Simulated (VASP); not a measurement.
# Al3BiO3 (Pm) in VASP: single point with PBE

Aim: the single point of Al3BiO3 with PBE.

Everything below comes from runs of VASP 6.6.1. Logs are shortened: lines on timing, memory, paths and dates and some standing lists are left out, and cuts for length are marked.

## Step 1: The cell of the first run

The structure is monoclinic, space group Pm (No. 6). Conventional cell: a = 6.555 Å, b = 3.240 Å, c = 6.674 Å, α = 90.00°, β = 90.41°, γ = 90.00°. Within 2.3 Å of Al (site symmetry m) lie 3 O at 1.70 to 1.87 Å. Al (site symmetry m) has 2 O at 1.80 to 1.83 Å within 2.4 Å. Within 2.3 Å of Al (site symmetry m) lie 3 O at 1.70 to 1.87 Å. Within 3.9 Å of Bi (site symmetry m) lie 5 Al at 2.83 to 3.85 Å and 2 Bi at 3.24 Å and 8 O at 3.60 to 3.86 Å. O (site symmetry m) has 3 Al at 1.80 to 1.87 Å within 2.4 Å. Within 2.4 Å of O (site symmetry m) lie 3 Al at 1.83 to 1.87 Å. O (site symmetry m) has 2 Al at 1.70 Å within 2.3 Å.

The cell was generated, and may not be a known phase.

## Step 2: Single point, PBE

INCAR

```
PREC = Accurate
ENCUT = 520
EDIFF = 1E-7
ISMEAR = 0
SIGMA = 0.1
LREAL = F
LASPH = T
NELM = 100
ALGO = Normal
ISIF = 2
LWAVE = F
LCHARG = T
GGA = PE
LELF = T
LVHAR = T
NBANDS = 30
```

KPOINTS

```
regular mesh
0
Gamma
  6 10 6
```

POSCAR

```
Al3BiO3
1.0
    6.5544536451      0.0000000000      0.0533165491
    0.0000000000      3.2398914658      0.0000000000
   -0.0065887705      0.0000000000      6.6739596020
Al Bi O
3 1 3
Direct
    0.1611877684      0.5000000000      0.4572317755
    0.3845162594      0.0000000000      0.1286970851
    0.7958542743      0.5000000000      0.1514842557
    0.1337535457      0.5000000000      0.8813412179
    0.6593007347      0.0000000000      0.1111869037
    0.2840538759      0.0000000000      0.3845553706
    0.9146665616      0.5000000000      0.3775043316
```

Potentials or basis: VASP PAW PBE potentials, release 64 (Al, Bi_d, O).

Launch:

```sh
cat potpaw_PBE.64/Al/POTCAR potpaw_PBE.64/Bi_d/POTCAR potpaw_PBE.64/O/POTCAR > POTCAR
mpirun -np 1 vasp_std > vasp.out
```

OUTCAR:

```text
PREC = Accurate
   ENCUT = 520
   EDIFF = 1E-7
   ISMEAR = 0
   LREAL = F
   LASPH = T
   NELM = 100
   ISIF = 2
   GGA = PE

 ion  position               nearest neighbor table
   1  0.161  0.500  0.457-   7 1.70   6 1.87   6 1.87   4 2.83   2 3.09   2 3.09   3 3.16
   2  0.385  0.000  0.129-   5 1.80   6 1.83   4 2.84   4 2.84   1 3.09   1 3.09   3 3.15   3 3.15

   3  0.796  0.500  0.151-   7 1.70   5 1.87   5 1.87   4 2.85   2 3.15   2 3.15   1 3.16
   4  0.134  0.500  0.881-   1 2.83   2 2.84   2 2.84   3 2.85
   5  0.659  0.000  0.111-   2 1.80   3 1.87   3 1.87
   6  0.284  0.000  0.385-   2 1.83   1 1.87   1 1.87
   7  0.915  0.500  0.378-   3 1.70   1 1.70

  LATTYP: Found a simple monoclinic cell.
 ALAT       =     6.5546704906
 B/A-ratio  =     0.4942874658
 C/A-ratio  =     1.0181995974
 COS(beta)  =    -0.0071469247

  Lattice vectors:

 A1 = (   6.5544536451,   0.0000000000,   0.0533165491)
 A2 = (   0.0000000000,  -3.2398914658,   0.0000000000)
 A3 = (   0.0065887705,   0.0000000000,  -6.6739596020)

Analysis of symmetry for initial positions (statically):
=====================================================================
 Subroutine PRICEL returns:
 Original cell was already a primitive cell.

 Routine SETGRP: Setting up the symmetry group for a
 simple monoclinic supercell.

 Subroutine GETGRP returns: Found  2 space group operations
 (whereof  2 operations were pure point group operations)
 out of a pool of  4 trial point group operations.

The static configuration has the point symmetry C_1h.

Analysis of symmetry for dynamics (positions and initial velocities):
=====================================================================
 Subroutine PRICEL returns:
 Original cell was already a primitive cell.

 Routine SETGRP: Setting up the symmetry group for a
 simple monoclinic supercell.

 Subroutine GETGRP returns: Found  2 space group operations
 (whereof  2 operations were pure point group operations)
 out of a pool of  4 trial point group operations.

The dynamic configuration has the point symmetry C_1h.

 Subroutine INISYM returns: Found  2 space group operations
 (whereof  2 operations are pure point group operations),
 and found     1 'primitive' translations

----------------------------------------------------------------------------------------

                                     Primitive cell

  volume of cell :     141.7275
[... 98 lines left out ...]
   NELM   =    100;   NELMIN=  2; NELMDL= -5     # of ELM steps
   EDIFF  = 0.1E-06   stopping-criterion for ELM
   LREAL  =      F    real-space projection
   EDIFFG = 0.1E-05   stopping-criterion for IOM
   NSW    =      0    number of steps for IOM
   IBRION =     -1    ionic relax: 0-MD 1-quasi-New 2-CG
   NFREE  =      0    steps in history (QN), initial steepest desc. (CG)
   ISIF   =      2    stress and relaxation
   ISYM   =      2    0-nonsym 1-usesym 2-fastsym
   POTIM  = 0.5000    time-step for ionic-motion
   TEBEG  =    0.0;   TEEND  =   0.0 temperature during run
   PSTRESS=    0.0 pullay stress
   NELECT =      42.0000    total number of electrons
   NUPDOWN=      -1.0000    fix difference up-down
   EMIN   =  10.00;   EMAX   =-10.00  energy-range for DOS
   EFERMI =   0.00;   METHOD = LEGACY
   ISMEAR =     0;   SIGMA  =   0.10  broadening in eV -4-tet -1-fermi 0-gaus
   EFERMI_NEDOS =   21; number of points for ismear=-14 and -15
   IALGO  =     38    algorithm
   IMIX   =      4    mixing-type and parameters
     AMIX     =   0.40;   BMIX     =  1.00
     AMIX_MAG =   1.60;   BMIX_MAG =  1.00
  volume/ion in A,a.u.               =      20.25       136.63
  Fermi-wavevector in a.u.,A,eV,Ry     =   1.091457  2.062554 16.208323  1.191278
  Thomas-Fermi vector in A             =   2.227702
   LORBIT       =      0    0 simple, 1 ext, 2 COOP (PROOUT), +10 PAW based schemes
   GGA     = PE    functional components
   LHFCALC =     F    Hartree Fock is set to
   AEXX    =    0.0000 exact exchange contribution
   IVDW    =     0    specifies the selected vdW correction
   LEPSILON=     F    determine dielectric tensor
   LRPA    =     F    only Hartree local field effects (RPA)
 non-spin polarized calculation
 Gauss-broadening in eV      SIGMA  =   0.10
  energy-cutoff  :      520.00
  volume of cell :      141.73
 maximum number of plane-waves:      3852
 NGX is ok and might be reduce to    50
   NGX = 25   NGY = 13   NGZ = 25

 number of electron      41.9999993 magnetization

 Free energy of the ion-electron system (eV)
  ---------------------------------------------------
  ext. energy  EPLUGINS =         0.00000000
  ---------------------------------------------------
  free energy    TOTEN  =       -42.40635269 eV

  energy without entropy =      -42.40204141  energy(sigma->0) =      -42.40419705

 E-fermi :   4.6967     XC(G=0):  -8.3061

 val. band max:        4.6879284106   @ k =   0.5000   0.0000   0.3333
 cond. band min:       4.7022709813   @ k =   0.3333   0.2000   0.0000
 fundamental gap:      0.0143425707
 Fermi energy:         4.6967397785

 k-point     1 :       0.0000    0.0000    0.0000
  band No.  band energies     occupation
      1     -18.6003      2.00000
      2     -18.4107      2.00000
      3     -18.4044      2.00000
      4     -18.3991      2.00000
      5     -18.3305      2.00000
      6     -16.6475      2.00000
[... 781 lines left out ...]
     29      10.1706      0.00000
     30      10.3671      0.00000

 [... further k-points ...]
[... 5 lines left out ...]
  --------------------------------------------------------------------------------------
  -------------------------------------------------------------------------------------
  Total        0.0436575     -0.0969778      0.0112326      0.0000000      0.0000000      0.0320346
  in kB        0.4935323     -1.0962986      0.1269806      0.0000000      0.0000000      0.3621391
  external PRESSURE =      -0.1585952 kB  Pullay stress =       0.0000000 kB

 VOLUME and BASIS-vectors are now :
 -----------------------------------------------------------------------------
  energy-cutoff  :      520.00
  volume of cell :      141.73
      direct lattice vectors                 reciprocal lattice vectors
     6.554453645  0.000000000  0.053316549     0.152566793  0.000000000  0.000150619
     0.000000000  3.239891466  0.000000000     0.000000000  0.308652315  0.000000000
    -0.006588770  0.000000000  6.673959602    -0.001218817  0.000000000  0.149834885

 POSITION                                       TOTAL-FORCE (eV/Angst)
 -----------------------------------------------------------------------------------
      1.05349      1.61995      3.06014         0.034121      0.000000      0.029056
      2.51945      0.00000      0.87942        -0.008496      0.000000     -0.017088
      5.21539      1.61995      1.05343        -0.015316      0.000000     -0.031881
      0.87087      1.61995      5.88917         0.001702      0.000000     -0.001360
      4.32062      0.00000      0.77721         0.011865      0.000000      0.000408
      1.85928      0.00000      2.58165        -0.009571      0.000000      0.009732
      5.99265      1.61995      2.56822        -0.014303      0.000000      0.011133
 -----------------------------------------------------------------------------------
    total drift:                               -0.000107      0.000000      0.000021

  FREE ENERGIE OF THE ION-ELECTRON SYSTEM (eV)
  ---------------------------------------------------
  free  energy   TOTEN  =       -42.4063526908 eV

  energy  without entropy=      -42.4020414139  energy(sigma->0) =      -42.40419705
```

stdout:

```text
POSCAR found type information on POSCAR AlBiO
 POSCAR found :  3 types and       7 ions
 scaLAPACK will be used
 LDA part: xc-table for (Slater+PW92), standard interpolation
 POSCAR, INCAR and KPOINTS ok, starting setup
 FFT: planning ... GRIDC
 FFT: planning ... GRID_SOFT
 FFT: planning ... GRID
 WAVECAR not read
 entering main loop
```

Run time: 11 min. Hardware: 1 thread of Oxide Virtual Turin-like, shared host; peak memory 0.5 GiB.

What came out:

```yaml
Free_energy: -42.4064 eV
Pressure: 0.0 GPa
Largest_force: 0.045 eV/Å
Band_gap_on_the_k_mesh: zero (bands 21 and 22 overlap by 0.55 eV)
```

Forces in eV/Å, atoms in the order of the input:
```
Al   0.034  0.000  0.029
Al  -0.008  0.000 -0.017
Al  -0.015  0.000 -0.032
Bi   0.002  0.000 -0.001
O    0.012  0.000  0.000
O   -0.010  0.000  0.010
O   -0.014  0.000  0.011
```

Stress tensor (GPa, compression positive):
```
 0.05  0.00  0.04
 0.00 -0.11  0.00
 0.04  0.00  0.01
```

Caveat: spin-orbit coupling is left out, which moves the levels of the heavy elements.
